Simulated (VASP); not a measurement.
# Ga (Cmcm) in VASP: settings compared

Ga is run at these levels: PBEsol, LDA; tasks: relaxation of cell and atoms, single point.

Program: VASP 6.6.1. These are calculated values, not measurements. Logs are shortened: lines on timing, memory, paths and dates and some standing lists are left out, and cuts for length are marked.

**1. The cell of the first run**

Symmetry: Cmcm, No. 63, orthorhombic system. The conventional cell has a = 2.900 Å, b = 8.130 Å, c = 3.170 Å, α = 90.00°, β = 90.00°, γ = 90.00°. Within 3.5 Å of Ga (site symmetry m2m) lie 10 Ga at 2.68 to 3.17 Å.

**2. Relaxation of cell and atoms, PBEsol, target pressure 10 GPa, at which the enthalpy is minimised**

Contents of INCAR:

```
PREC     = Accurate       # precision mode
ENCUT    = 600            # plane-wave cutoff, eV
EDIFF    = 1E-7           # SCF threshold, eV
ISMEAR   = -1             # smearing method
SIGMA    = 0.05           # smearing width, eV
LREAL    = F              # projectors in reciprocal space
LASPH    = T              # aspherical terms in the spheres
NELM     = 60             # most SCF steps
ALGO     = Fast           # electronic algorithm
ISIF     = 3              # what is computed and relaxed
LWAVE    = F              # write WAVECAR
LCHARG   = F              # write CHGCAR
GGA      = PS             # functional
IBRION   = 2              # ionic algorithm
NSW      = 60             # ionic steps
EDIFFG   = -0.01          # ionic threshold
PSTRESS  = 100.0
```

Contents of KPOINTS:

```
Automatic mesh
0
Gamma
  10 10 8
```

Contents of POSCAR:

```
Ga
1.0
    1.4500000000     -4.0650000000      0.0000000000
    1.4500000000      4.0650000000      0.0000000000
    0.0000000000      0.0000000000      3.1700000000
Ga
2
Direct
    0.1330000000      0.8670000000      0.7500000000
    0.8670000000      0.1330000000      0.2500000000
```

Potentials or basis: VASP PAW PBE potentials, release 64 (Ga_d).

Launch:

```
> cat potpaw_PBE.64/Ga_d/POTCAR > POTCAR
> mpirun -np 1 vasp_std > vasp.out
```

OUTCAR:

```text
PREC = Accurate
   ENCUT = 600
   EDIFF = 1E-7
   ISMEAR = -1
   LREAL = F
   LASPH = T
   NELM = 60
   ISIF = 3
   GGA = PS
   IBRION = 2
   NSW = 60
   EDIFFG = -0.01
   PSTRESS = 100.0

 ion  position               nearest neighbor table
   1  0.133  0.867  0.750-   2 2.68   2 2.68   2 2.87   2 2.87   2 2.87   2 2.87
   2  0.867  0.133  0.250-   1 2.68   1 2.68   1 2.87   1 2.87   1 2.87   1 2.87

  LATTYP: Found a base centered orthorhombic cell.
 ALAT       =     2.9000000000
 B/A-ratio  =     2.8034482759
 C/A-ratio  =     1.0931034483

  Lattice vectors:

 A1 = (   1.4500000000,  -4.0650000000,   0.0000000000)
 A2 = (   1.4500000000,   4.0650000000,   0.0000000000)
 A3 = (   0.0000000000,   0.0000000000,   3.1700000000)

Analysis of symmetry for initial positions (statically):
=====================================================================
 Subroutine PRICEL returns:
 Original cell was already a primitive cell.

 Routine SETGRP: Setting up the symmetry group for a
 base centered orthorhombic supercell.

 Subroutine GETGRP returns: Found  8 space group operations
 (whereof  4 operations were pure point group operations)
 out of a pool of  8 trial point group operations.

The static configuration has the point symmetry C_2h.
 The point group associated with its full space group is D_2h.

Analysis of symmetry for dynamics (positions and initial velocities):
=====================================================================
 Subroutine PRICEL returns:
 Original cell was already a primitive cell.

 Routine SETGRP: Setting up the symmetry group for a
 base centered orthorhombic supercell.

 Subroutine GETGRP returns: Found  8 space group operations
 (whereof  4 operations were pure point group operations)
 out of a pool of  8 trial point group operations.

The dynamic configuration has the point symmetry C_2h.
 The point group associated with its full space group is D_2h.

 Subroutine INISYM returns: Found  8 space group operations
 (whereof  4 operations are pure point group operations),
 and found     1 'primitive' translations

----------------------------------------------------------------------------------------

                                     Primitive cell

  volume of cell :      37.3695

  direct lattice vectors                    reciprocal lattice vectors
     1.450000000 -4.065000000  0.000000000     0.344827586 -0.123001230  0.000000000
     1.450000000  4.065000000  0.000000000     0.344827586  0.123001230  0.000000000
[... 99 lines left out ...]
   EFERMI =   0.00;   METHOD = LEGACY
   ISMEAR =    -1;   SIGMA  =   0.05  broadening in eV -4-tet -1-fermi 0-gaus
   EFERMI_NEDOS =   21; number of points for ismear=-14 and -15
   IALGO  =     68    algorithm
   IMIX   =      4    mixing-type and parameters
     AMIX     =   0.40;   BMIX     =  1.00
     AMIX_MAG =   1.60;   BMIX_MAG =  1.00
  volume/ion in A,a.u.               =      18.68       126.09
  Fermi-wavevector in a.u.,A,eV,Ry     =   1.450641  2.741314 28.631555  2.104360
  Thomas-Fermi vector in A             =   2.568230
   LORBIT       =      0    0 simple, 1 ext, 2 COOP (PROOUT), +10 PAW based schemes
   GGA     = PS    functional components
   LHFCALC =     F    Hartree Fock is set to
   AEXX    =    0.0000 exact exchange contribution
   IVDW    =     0    specifies the selected vdW correction
   LEPSILON=     F    determine dielectric tensor
   LRPA    =     F    only Hartree local field effects (RPA)
 conjugate gradient relaxation of ions
 non-spin polarized calculation
 RMM-DIIS sequential band-by-band and
  energy-cutoff  :      600.00
  volume of cell :       37.37
 maximum number of plane-waves:      1273
   NGX = 17   NGY = 17   NGZ = 13

--------------------------------------- Ionic step        1  -------------------------------------------

 number of electron      26.0000010 magnetization

 Free energy of the ion-electron system (eV)
  ---------------------------------------------------
  ext. energy  EPLUGINS =         0.00000000
  ---------------------------------------------------
  free energy    TOTEN  =        -6.68051411 eV

  energy without entropy =       -6.67745176  energy(sigma->0) =       -6.67898293

------------------------ aborting loop because EDIFF is reached ----------------------------------------

  FORCE on cell =-STRESS in cart. coord.  units (eV):
  Direction    XX          YY          ZZ          XY          YZ          ZX
  --------------------------------------------------------------------------------------
  -------------------------------------------------------------------------------------
  Total       -0.8649240     -0.4076602     -0.1860118      0.0000000     -0.0000000      0.0000000
  in kB      -37.0826467    -17.4779755     -7.9750478      0.0000000     -0.0000000      0.0000000
  external PRESSURE =    -120.8452233 kB  Pullay stress =     100.0000000 kB
[... 97 lines left out ...]
  energy  without entropy=       -6.5748018713  energy(sigma->0) =       -6.57702090

  enthalpy is  TOTEN    =        -4.5957616614 eV   P V=        1.9834782594

[... ionic steps 4 to 9 ...]

--------------------------------------- Ionic step       10  -------------------------------------------

 number of electron      26.0000003 magnetization

------------------------ aborting loop because EDIFF is reached ----------------------------------------
[... 71 lines left out ...]
--------------------------------------- Ionic step       12  -------------------------------------------

 number of electron      26.0000003 magnetization

 Free energy of the ion-electron system (eV)
  ---------------------------------------------------
  ext. energy  EPLUGINS =         0.00000000
  ---------------------------------------------------
  free energy    TOTEN  =        -6.58376269 eV

  energy without entropy =       -6.57886857  energy(sigma->0) =       -6.58131563

 E-fermi :   7.2895     XC(G=0): -12.0085

 val. band max:        7.2894267325   @ k =  -0.1000   0.1000   0.5000
 cond. band min:       7.3042905092   @ k =   0.3000   0.3000   0.3750
 fundamental gap:      0.0148637767
 Fermi energy:         7.2895170312

 k-point     1 :       0.0000    0.0000    0.0000
  band No.  band energies     occupation
      1      -8.3078      2.00000
      2      -8.2422      2.00000
      3      -8.2061      2.00000
      4      -8.1823      2.00000
      5      -7.8412      2.00000
      6      -7.8120      2.00000
[... 457 lines left out ...]
      4      -8.0030      2.00000
      5      -7.9557      2.00000
      6      -7.9468      2.00000
[... 9 lines left out ...]
     16      15.2019      0.00000
     17      15.3148      0.00000

 [... further k-points ...]
[... 5 lines left out ...]
  --------------------------------------------------------------------------------------
  -------------------------------------------------------------------------------------
  Total        1.9964558      1.9747247      1.9984838      0.0000000      0.0000000      0.0000000
  in kB      100.7808223     99.6838388    100.8831985      0.0000000      0.0000000      0.0000000
  external PRESSURE =       0.4492865 kB  Pullay stress =     100.0000000 kB
[... 21 lines left out ...]
  energy  without entropy=       -6.5788685666  energy(sigma->0) =       -6.58131563

  enthalpy is  TOTEN    =        -4.6027749115 eV   P V=        1.9809877774

 reached required accuracy - stopping structural energy minimisation
```

It took 22 min on 1 thread of Intel Xeon Platinum 8259CL at 2.50GHz (Skylake/Cascade Lake), shared host; peak memory 0.28 GiB.

What came out:

```yaml
Free_energy: -6.5838 eV
Relaxed_volume: 15.87 Å³/atom
Relaxed_cell: a = 4.132 Å, b = 4.132 Å, c = 3.032 Å, α = 90.00°, β = 90.00°, γ = 142.19°
Space_group_after_relaxing_to_0.1_Å: Cmcm (No. 63)
Energy_change_on_relaxing_the_run_minimises_the_enthalpy: +48.4 meV/atom
Ionic_steps: 12
Pressure_after_relaxing: 10.0 GPa
Largest_force_after_relaxing: 0.006 eV/Å
Band_gap_on_the_k_mesh: zero (bands 13 and 14 overlap by 10.30 eV)
```

Forces on the atoms (eV/Å):
```
Ga   0.000 -0.006  0.000
Ga   0.000  0.006  0.000
```

Stress tensor (GPa, compression positive):
```
10.08  0.00  0.00
 0.00  9.97  0.00
 0.00  0.00 10.09
```

Step by step:
| step | energy change (eV) | largest force (eV/Å) | pressure (GPa) | volume (Å³) |
| --- | --- | --- | --- | --- |
| 1 | 0.0000 | 0.2101 | -2.08 | 37.37 |
| 2 | 0.2238 | 0.0963 | 16.17 | 30.25 |
| 3 | 0.1013 | 0.1334 | 10.36 | 31.78 |
| 4 | 0.0948 | 0.1362 | 9.86 | 31.88 |
| 5 | 0.0901 | 0.0164 | 9.75 | 31.86 |
| 6 | 0.0903 | 0.0666 | 9.75 | 31.85 |
| 7 | 0.0902 | 0.0601 | 9.75 | 31.85 |
| 8 | 0.0971 | 0.0381 | 10.14 | 31.74 |
| 9 | 0.0993 | 0.0312 | 10.17 | 31.70 |
| 10 | 0.1038 | 0.0168 | 10.47 | 31.63 |
| 11 | 0.1006 | 0.0296 | 10.36 | 31.68 |
| 12 | 0.0968 | 0.0059 | 10.04 | 31.74 |

Final structure:
```cif
data_structure
_symmetry_space_group_name_H-M 'P 1'
_symmetry_Int_Tables_number 1
_cell_length_a 4.1324
_cell_length_b 4.1324
_cell_length_c 3.0318
_cell_angle_alpha 90.000
_cell_angle_beta 90.000
_cell_angle_gamma 142.191
_cell_volume 31.74
loop_
_atom_site_label
_atom_site_type_symbol
_atom_site_fract_x
_atom_site_fract_y
_atom_site_fract_z
_atom_site_occupancy
Ga1 Ga 0.13407 0.86593 0.75000 1
Ga2 Ga 0.86593 0.13407 0.25000 1
```

Levels at points of the mesh, in eV from the Fermi level:
```
           k point  band 9  band 10  band 11  band 12  band 13  band 14  band 15  band 16  band 17
(0.00, 0.00, 0.00)  -15.03   -14.85   -12.75    -3.13    -1.75     2.70     6.69     9.55    10.72
(0.50, 0.00, 0.00)  -14.93   -14.90    -6.94    -6.22    -2.29    -0.31     7.09     7.60     9.78
(0.50, 0.50, 0.00)  -14.98   -14.92   -10.60    -9.71     5.10     6.15     7.31     7.64     7.68
(0.00, 0.00, 0.50)  -14.94   -14.94    -8.46    -8.46     1.47     1.47     2.44     2.44    12.58
(0.50, 0.00, 0.50)  -14.88   -14.88    -3.14    -3.14    -1.78    -1.78     1.87     1.87     4.49
(0.50, 0.50, 0.50)  -15.03   -15.03    -6.31    -6.31    -5.20    -5.20    11.66    11.66    12.44
```

Caveat: the cell is relaxed towards a set pressure, so the run minimises the enthalpy, not the energy; the volume moved by over 15 % at a fixed basis, so the end points are rough; the PAW data sets were made with another functional, which shifts forces and pressure a little.

[end of part 1 of 3]
